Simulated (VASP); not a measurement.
Wanted: the native input for a VASP 6.6.1 run.

* Task: single point
* Functional: PBEsol
* Potentials or basis: VASP PAW PBE potentials, release 64 (W_sv, S)
* Cutoff: 500 eV
* k mesh: 12 × 12 × 2
* Occupations: gaussian, width 0.02 eV
* Spin: no spin polarisation
* Dipole correction: no
* Further INCAR settings: ALGO = Normal; EDIFF = 1e-06; NBANDS = 35

The structure of WS2 lies in POSCAR:

```
WS2
1.0
    3.2090054932      0.0000000000      0.0000000000
   -1.6045027466      2.7109655653      0.0000000000
    0.0000000000      0.0000000000     12.6410811186
W S
2 4
Direct
    0.3333333333      0.6666666667      0.2500000000
    0.6666666667      0.3333333333      0.7500000000
    0.3333333333      0.6666666667      0.6266014840
    0.6666666667      0.3333333333      0.1266014840
    0.3333333333      0.6666666667      0.8733985160
    0.6666666667      0.3333333333      0.3733985160
```

This cell differs from its parent crystal: uniaxial strain along a: +2.0 %.

One way to write it, as run:

INCAR

```
SYSTEM = WS2
PREC = Accurate
ENCUT = 500
EDIFF = 1E-6
ISMEAR = 0
SIGMA = 0.02
LREAL = .FALSE.
LASPH = .TRUE.
NELM = 120
ALGO = Normal
ISIF = 2
LWAVE = .FALSE.
LCHARG = .FALSE.
GGA = PS
NBANDS = 35
GGA_COMPAT = .FALSE.
```

KPOINTS

```
Automatic mesh
0
G
  12 12 2
  0 0 0
```

Potentials or basis: VASP PAW PBE potentials, release 64 (W_sv, S).

Run with:

```bash
$ cat potpaw_PBE.64/W_sv/POTCAR potpaw_PBE.64/S/POTCAR > POTCAR
$ mpirun -np 1 vasp_std > vasp.out
```

Results of the run:

```yaml
Pressure: -1.3 GPa
Largest_force: 0.185 eV/Å
Band_gap_on_the_k_mesh: 1.09 eV (least direct gap 1.76 eV)
```

Caveat: the cell differs from its parent crystal (uniaxial strain along a: +2.0 %); the PAW data sets were made with another functional, which shifts forces and pressure a little; spin-orbit coupling is left out, which moves the levels of the heavy elements; this functional lacks dispersion, which binds the layers, so the pressure and a relaxed spacing across them are unreliable.

Wall time 5.9 min on 1 thread of Intel Xeon 8259CL, with other jobs on the host, peak memory 0.39 GiB.
